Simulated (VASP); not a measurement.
Wanted: the native input for a VASP 6.6.1 run.

```
Task                   : single point
Functional             : LDA
Potentials or basis    : VASP PAW LDA potentials, release 64 (Sn_d, O)
Cutoff                 : 520 eV
k mesh                 : 6 × 6 × 8
Occupations            : fermi-dirac, width 0.05 eV
Spin                   : no spin polarisation
Dipole correction      : no
Further INCAR settings : ALGO = Normal; EDIFF = 1e-06; NBANDS = 35
```

The structure of SnO2 (Cassiterite) lies in POSCAR:

```
SnO2
1.0
    4.7222794487      0.0000000000      0.0000000000
    0.0000000000      4.7222794487      0.0000000000
    0.0000000000      0.0000000000      3.1904903020
Sn O
2 4
Direct
    0.5000000000      0.5000000000      0.5000000000
    0.0000000000      0.0000000000      0.0000000000
    0.8060685298      0.1939314702      0.5000000000
    0.6939314702      0.6939314702      0.0000000000
    0.1939314702      0.8060685298      0.5000000000
    0.3060685298      0.3060685298      0.0000000000
```

These files were run (other wordings do the same):

INCAR

```
SYSTEM = SnO2
PREC = Accurate
ENCUT = 520
EDIFF = 1E-6
ISMEAR = -1
SIGMA = 0.05
LREAL = .False.
LASPH = .True.
NELM = 60
ALGO = Normal
ISIF = 2
LWAVE = .False.
LCHARG = .False.
NBANDS = 35
```

KPOINTS

```
regular mesh
0
Gamma
  6 6 8
  0 0 0
```

Potentials or basis: VASP PAW LDA potentials, release 64 (Sn_d, O).

Command:

```sh
$ cat potpaw_LDA.64/Sn_d/POTCAR potpaw_LDA.64/O/POTCAR > POTCAR
$ mpirun -np 1 vasp_std > vasp.out
```

It gave:

```yaml
Pressure: 1.1 GPa
Largest_force: 0.021 eV/Å
Band_gap_on_the_k_mesh: 1.20 eV, direct
```

Caveat: spin-orbit coupling is left out, which moves the levels of the heavy elements.

Run time: 52 s on 1 thread of AMD EPYC 9R45 96-Core Processor (Zen 5), with other jobs on the host, peak memory 0.19 GiB.
